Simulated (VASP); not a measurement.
# TiB2 (P6/mmm) in VASP: further runs

The runs below take TiB2 through relaxation of cell and atoms, single point, with PBE.

All numbers are computed with VASP 6.6.1; they aren't measurements. Logs are shortened: lines on timing, memory, paths and dates and some standing lists are left out, and cuts for length are marked.

## (1) The cell of the first run

It takes space group P6/mmm (No. 191, hexagonal). Conventional cell: a = 3.029 Å, b = 3.029 Å, c = 3.228 Å, α = 90.00°, β = 90.00°, γ = 120.00°. Within 3.1 Å of Ti (site symmetry 6/mmm) lie 12 B at 2.38 Å and 6 Ti at 3.03 Å. Within 2.3 Å of B (site symmetry -6m2) lie 3 B at 1.75 Å.

## (2) Relaxation of cell and atoms, PBE

INCAR

```
PREC     = Accurate       # precision mode
ENCUT    = 600            # plane-wave cutoff, eV
EDIFF    = 1E-6           # SCF threshold, eV
ISMEAR   = 0              # smearing method
SIGMA    = 0.1            # smearing width, eV
LREAL    = F              # projectors in reciprocal space
LASPH    = T              # aspherical terms in the spheres
NELM     = 100            # most SCF steps
ALGO     = Normal         # electronic algorithm
ISIF     = 3              # what is computed and relaxed
LWAVE    = F              # write WAVECAR
LCHARG   = F              # write CHGCAR
GGA      = PE             # functional
IBRION   = 2              # ionic algorithm
NSW      = 100            # ionic steps
EDIFFG   = -0.005         # ionic threshold
```

KPOINTS

```
Automatic mesh
0
Gamma
  18 18 14
```

POSCAR

```
TiB2
1.0
    3.0291982016      0.0000000000      0.0000000000
   -1.5145991008      2.6233625957      0.0000000000
    0.0000000000      0.0000000000      3.2284000000
Ti B
1 2
Direct
    0.0000000000      0.0000000000      0.0000000000
    0.3333333333      0.6666666667      0.5000000000
    0.6666666667      0.3333333333      0.5000000000
```

Potentials or basis: VASP PAW PBE potentials, release 64 (Ti_sv, B).

Started as:

```
$ cat potpaw_PBE.64/Ti_sv/POTCAR potpaw_PBE.64/B/POTCAR > POTCAR
$ mpirun -np 1 vasp_std > vasp.out
```

OUTCAR:

```text
PREC = Accurate
   ENCUT = 600
   EDIFF = 1E-6
   ISMEAR = 0
   LREAL = F
   LASPH = T
   NELM = 100
   ISIF = 3
   GGA = PE
   IBRION = 2
   NSW = 100
   EDIFFG = -0.005

 ion  position               nearest neighbor table
   1  0.000  0.000  0.000-   2 2.38   3 2.38   2 2.38   3 2.38   3 2.38   3 2.38   2 2.38   2 2.38
                             3 2.38   3 2.38   2 2.38   2 2.38
   2  0.333  0.667  0.500-   3 1.75   3 1.75   3 1.75   1 2.38   1 2.38   1 2.38   1 2.38   1 2.38
                             1 2.38
   3  0.667  0.333  0.500-   2 1.75   2 1.75   2 1.75   1 2.38   1 2.38   1 2.38   1 2.38   1 2.38
                             1 2.38

  LATTYP: Found a hexagonal cell.
 ALAT       =     3.0291982016
 C/A-ratio  =     1.0657605693

  Lattice vectors:

 A1 = (   3.0291982016,   0.0000000000,   0.0000000000)
 A2 = (  -1.5145991008,   2.6233625957,   0.0000000000)
 A3 = (   0.0000000000,   0.0000000000,   3.2284000000)

Analysis of symmetry for initial positions (statically):
=====================================================================
 Subroutine PRICEL returns:
 Original cell was already a primitive cell.

 Routine SETGRP: Setting up the symmetry group for a
 hexagonal supercell.

 Subroutine GETGRP returns: Found 24 space group operations
 (whereof 24 operations were pure point group operations)
 out of a pool of 24 trial point group operations.

The static configuration has the point symmetry D_6h.

Analysis of symmetry for dynamics (positions and initial velocities):
=====================================================================
 Subroutine PRICEL returns:
 Original cell was already a primitive cell.

 Routine SETGRP: Setting up the symmetry group for a
 hexagonal supercell.

 Subroutine GETGRP returns: Found 24 space group operations
 (whereof 24 operations were pure point group operations)
 out of a pool of 24 trial point group operations.

The dynamic configuration has the point symmetry D_6h.

 Subroutine INISYM returns: Found 24 space group operations
 (whereof 24 operations are pure point group operations),
 and found     1 'primitive' translations

----------------------------------------------------------------------------------------

                                     Primitive cell

  volume of cell :      25.6551

  direct lattice vectors                    reciprocal lattice vectors
[... 110 lines left out ...]
  volume/ion in A,a.u.               =       8.55        57.71
  Fermi-wavevector in a.u.,A,eV,Ry     =   1.454704  2.748991 28.792144  2.116163
  Thomas-Fermi vector in A             =   2.571824
   LORBIT       =      0    0 simple, 1 ext, 2 COOP (PROOUT), +10 PAW based schemes
   GGA     = PE    functional components
   LHFCALC =     F    Hartree Fock is set to
   AEXX    =    0.0000 exact exchange contribution
   IVDW    =     0    specifies the selected vdW correction
   LEPSILON=     F    determine dielectric tensor
   LRPA    =     F    only Hartree local field effects (RPA)
 conjugate gradient relaxation of ions
 non-spin polarized calculation
 Gauss-broadening in eV      SIGMA  =   0.10
  energy-cutoff  :      600.00
  volume of cell :       25.66
 maximum number of plane-waves:       876
   NGX = 13   NGY = 13   NGZ = 13

--------------------------------------- Ionic step        1  -------------------------------------------

 number of electron      18.0000002 magnetization

 Free energy of the ion-electron system (eV)
  ---------------------------------------------------
  ext. energy  EPLUGINS =         0.00000000
  ---------------------------------------------------
  free energy    TOTEN  =       -24.43243177 eV

  energy without entropy =      -24.43070936  energy(sigma->0) =      -24.43157057

------------------------ aborting loop because EDIFF is reached ----------------------------------------

  FORCE on cell =-STRESS in cart. coord.  units (eV):
  Direction    XX          YY          ZZ          XY          YZ          ZX
  --------------------------------------------------------------------------------------
  -------------------------------------------------------------------------------------
  Total        0.1077347      0.1077347     -0.0338516      0.0000000      0.0000000      0.0000000
  in kB        6.7281076      6.7281076     -2.1140527      0.0000000      0.0000000      0.0000000
  external PRESSURE =       3.7807209 kB  Pullay stress =       0.0000000 kB
[... 98 lines left out ...]
--------------------------------------- Ionic step        4  -------------------------------------------

 number of electron      18.0000002 magnetization

 Free energy of the ion-electron system (eV)
  ---------------------------------------------------
  ext. energy  EPLUGINS =         0.00000000
  ---------------------------------------------------
  free energy    TOTEN  =       -24.43255691 eV

  energy without entropy =      -24.43082001  energy(sigma->0) =      -24.43168846

 E-fermi :  10.0347     XC(G=0): -12.7643

 val. band max:       10.0220910281   @ k =   0.0556   0.0556   0.5000
 cond. band min:      10.0452314227   @ k =   0.0556   0.0556   0.2857
 fundamental gap:      0.0231403946
 Fermi energy:        10.0347211094

 k-point     1 :       0.0000    0.0000    0.0000
  band No.  band energies     occupation
      1     -46.9672      2.00000
      2     -23.3193      2.00000
      3     -23.0063      2.00000
      4     -23.0063      2.00000
      5      -3.5109      2.00000
      6       7.3754      2.00000
      7       7.3754      2.00000
      8       7.6842      2.00000
      9       7.8833      2.00000
     10      11.8763      0.00000
     11      11.8763      0.00000
     12      13.6479      0.00000
     13      13.6479      0.00000
[... 354 lines left out ...]
  band No.  band energies     occupation
      1     -46.9134      2.00000
      2     -23.3810      2.00000
      3     -23.2509      2.00000
      4     -23.1254      2.00000
      5       0.0374      2.00000
      6       1.6649      2.00000
      7       5.5182      2.00000
      8       6.9417      2.00000
      9       8.8546      2.00000
     10      10.4732      0.00000
     11      12.2736      0.00000
     12      13.0548      0.00000
     13      14.4220      0.00000

 [... further k-points ...]

------------------------ aborting loop because EDIFF is reached ----------------------------------------

  FORCE on cell =-STRESS in cart. coord.  units (eV):
  Direction    XX          YY          ZZ          XY          YZ          ZX
  --------------------------------------------------------------------------------------
  -------------------------------------------------------------------------------------
  Total        0.0005877      0.0005877      0.0081425      0.0000000     -0.0000000      0.0000000
  in kB        0.0366660      0.0366660      0.5080031      0.0000000     -0.0000000      0.0000000
  external PRESSURE =       0.1937783 kB  Pullay stress =       0.0000000 kB
[... 18 lines left out ...]
  FREE ENERGIE OF THE ION-ELECTRON SYSTEM (eV)
  ---------------------------------------------------
  free  energy   TOTEN  =       -24.4325569129 eV

  energy  without entropy=      -24.4308200105  energy(sigma->0) =      -24.43168846

 reached required accuracy - stopping structural energy minimisation
```

OSZICAR:

```text
N       E                     dE             d eps       ncg     rms          rms(c)
DAV:   1     0.137419190607E+03    0.13742E+03   -0.10239E+04  7696   0.175E+03
[... 30 lines left out ...]
       N       E                     dE             d eps       ncg     rms          rms(c)
DAV:   1    -0.244326484252E+02   -0.10608E-03   -0.35983E-03  8456   0.101E+00    0.915E-02
DAV:   2    -0.244325737404E+02    0.74685E-04   -0.43319E-04  7988   0.309E-01    0.318E-02
DAV:   3    -0.244325568682E+02    0.16872E-04   -0.43833E-05 11376   0.623E-02    0.145E-02
DAV:   4    -0.244325551836E+02    0.16845E-05   -0.16875E-05 11831   0.380E-02    0.640E-03
DAV:   5    -0.244325569576E+02   -0.17740E-05   -0.21683E-06  7566   0.166E-02    0.248E-03
DAV:   6    -0.244325569129E+02    0.44745E-07   -0.37229E-07  3963   0.570E-03
   4 F= -.24432557E+02 E0= -.24431688E+02  d E =-.142106E-04
```

Run time: 78 s. Hardware: 1 thread of Intel Xeon 6975P-C (Granite Rapids), shared host; peak memory 0.25 GiB.

What came out:

```yaml
Free_energy: -24.4326 eV
Relaxed_volume: 8.56 Å³/atom
Relaxed_cell: a = 3.032 Å, b = 3.032 Å, c = 3.225 Å, α = 90.00°, β = 90.00°, γ = 120.00°
Space_group_after_relaxing_to_0.05_Å: P6/mmm (No. 191)
Energy_gained_by_relaxing: 0.0 meV/atom
Ionic_steps: 4
Pressure_after_relaxing: 0.0 GPa
Band_gap_on_the_k_mesh: zero (band 9 reaches 10.39 eV, above the bottom of band 10 at 9.79 eV)
```

The path:
| step | energy change (eV) | largest force (eV/Å) | pressure (GPa) | volume (Å³) |
| --- | --- | --- | --- | --- |
| 1 | 0.0000 | 0.0000 | 0.38 | 25.66 |
| 2 | -0.0001 | 0.0000 | -0.40 | 25.73 |
| 3 | -0.0001 | 0.0000 | -0.14 | 25.70 |
| 4 | -0.0001 | 0.0000 | 0.02 | 25.68 |

Final structure:
```cif
data_structure
_symmetry_space_group_name_H-M 'P 1'
_symmetry_Int_Tables_number 1
_cell_length_a 3.0324
_cell_length_b 3.0324
_cell_length_c 3.2248
_cell_angle_alpha 90.000
_cell_angle_beta 90.000
_cell_angle_gamma 120.000
_cell_volume 25.68
loop_
_atom_site_label
_atom_site_type_symbol
_atom_site_fract_x
_atom_site_fract_y
_atom_site_fract_z
_atom_site_occupancy
Ti1 Ti 0.00000 0.00000 0.00000 1
B1 B 0.33333 0.66667 0.50000 1
B2 B 0.66667 0.33333 0.50000 1
```

Levels at points of the mesh, in eV from the Fermi level:
| k point | band 7 | band 8 | band 9 | band 10 | band 11 | band 12 |
| --- | --- | --- | --- | --- | --- | --- |
| (0.00, 0.00, 0.00) | -2.66 | -2.35 | -2.15 | 1.84 | 1.84 | 3.61 |
| (0.50, 0.00, 0.00) | -3.32 | -3.25 | -2.31 | 1.29 | 2.69 | 3.16 |
| (0.00, 0.00, 0.50) | -0.61 | -0.61 | -0.24 | -0.24 | 0.39 | 0.39 |
| (0.50, 0.00, 0.50) | -4.69 | -3.86 | -3.19 | 2.44 | 2.87 | 4.42 |

## (3) Single point, PBE (volume scaled by 1.10, then relaxed in part)

INCAR

```
PREC = Accurate ; ENCUT = 520
EDIFF = 1E-6 ; ISMEAR = 0
SIGMA = 0.1 ; LREAL = F
LASPH = T ; NELM = 60
ALGO = Normal ; ISIF = 2
LWAVE = F ; LCHARG = F
GGA = PE ; NBANDS = 16
```

KPOINTS is that of step 2.

POSCAR

```
TiB2
1.0
    3.1155208206      0.0000000000      0.0000000000
   -1.5577604103      2.6981201766      0.0000000000
    0.0000000000      0.0000000000      3.3586122272
Ti B
1 2
Direct
    0.0000000000      0.0000000000      0.0000000000
    0.3333333333      0.6666666667      0.5000000000
    0.6666666667      0.3333333333      0.5000000000
```

Potentials or basis: VASP PAW PBE potentials, release 64 (Ti_sv, B).

Started as:

```
$ cat potpaw_PBE.64/Ti_sv/POTCAR potpaw_PBE.64/B/POTCAR > POTCAR
$ mpirun -np 1 vasp_std > vasp.out
```

Run time: 73 s. Hardware: 1 thread of Intel Xeon 6975P-C, shared host; peak memory 0.25 GiB.

It converged, with:

| Quantity | Value |
| --- | --- |
| Free energy | -24.2638 eV |
| Pressure | -19.6 GPa |
| Band gap on the k mesh | zero (band 9 reaches 9.38 eV, above the bottom of band 10 at 8.74 eV) |

Levels at points of the mesh, in eV from the Fermi level:
| k point | band 7 | band 8 | band 9 | band 10 | band 11 | band 12 |
| --- | --- | --- | --- | --- | --- | --- |
| (0.00, 0.00, 0.00) | -2.37 | -2.37 | -1.97 | 1.58 | 1.58 | 3.12 |
| (0.50, 0.00, 0.00) | -3.13 | -3.05 | -2.06 | 1.09 | 2.37 | 2.75 |
| (0.00, 0.00, 0.50) | -0.55 | -0.55 | -0.15 | -0.15 | 0.34 | 0.34 |
| (0.50, 0.00, 0.50) | -4.30 | -3.53 | -3.11 | 2.02 | 2.51 | 3.70 |

Caveat: the cell differs from its parent crystal (volume scaled by 1.10, then relaxed in part).
